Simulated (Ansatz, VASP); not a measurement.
One calculation of InPd, two programs

```
In Pd
1.0
     3.27188    0.00000    0.00000
     0.00000    3.27188    0.00000
     0.00000    0.00000    3.27188
In Pd
1 1
Direct
  0.00000 0.00000 0.00000
  0.50000 0.50000 0.50000
```

Alike in both runs: task relaxation of cell and atoms; functional PBEsol; k mesh 12 × 12 × 12; occupations fermi-dirac, width 0.1 eV; no spin polarisation.

|  | VASP | Ansatz |
| --- | --- | --- |
| version | VASP 6.6.1 | Ansatz 0.2.0 |
| potentials or method | VASP PAW PBE potentials, release 64 (In_d, Pd) | PAW with Ansatz's default frozen-core files, scalar-relativistic |
| plane-wave cutoff (eV) | 600 | 420 |
| valence electrons in the cell | 23 | 31 |

|  | VASP | Ansatz | Ansatz less VASP |
| --- | --- | --- | --- |
| relaxed volume (Å³/atom) | 17.15 | 17.13 | -0.017 |
| relaxed cell length with the largest relative difference (Å) | 3.249 | 3.248 | -0.0011 |

VASP's potentials were made for PBE, not for PBEsol. VASP's potentials hold 23 valence electrons a cell and Ansatz's 31, so a difference there can come from the potentials and not from the codes.
